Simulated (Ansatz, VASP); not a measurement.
## MnS: VASP beside Ansatz

```xyz
2
Lattice="0.0000 2.6381 2.6381 2.6381 0.0000 2.6381 2.6381 2.6381 0.0000" Properties=species:S:1:pos:R:3 pbc="T T T"
Mn    0.0000    0.0000    0.0000
S     2.6381    2.6381    2.6381
```

Change from the starting cell: volume scaled by 1.03.

Alike in both runs: task single point; functional PBE; k mesh 14 × 14 × 14; occupations fermi-dirac, width 0.03 eV; collinear spin.

|  | VASP | Ansatz |
| --- | --- | --- |
| version | VASP 6.6.1 | Ansatz 0.2.0 |
| potentials or method | VASP PAW PBE potentials, release 64 (Mn_pv, S), cutoff 520 eV | all-electron LAPW, scalar-relativistic |

VASP gave:

| Property | Result |
| --- | --- |
| pressure (GPa) | -4.7 |
| net moment per atom (μB) | 2.40 |
| size of the moment on the site where the two differ most (μB) | 4.32 |

Q: What did Ansatz give for the same quantities?

A: Pressure (GPa): -4.6; net moment per atom (μB): 2.40; size of the moment on the site where the two differ most (μB): 4.51.

Site moments also hang on the region over which each program counts them. Ansatz ran all-electron here, and VASP with PAW potentials.
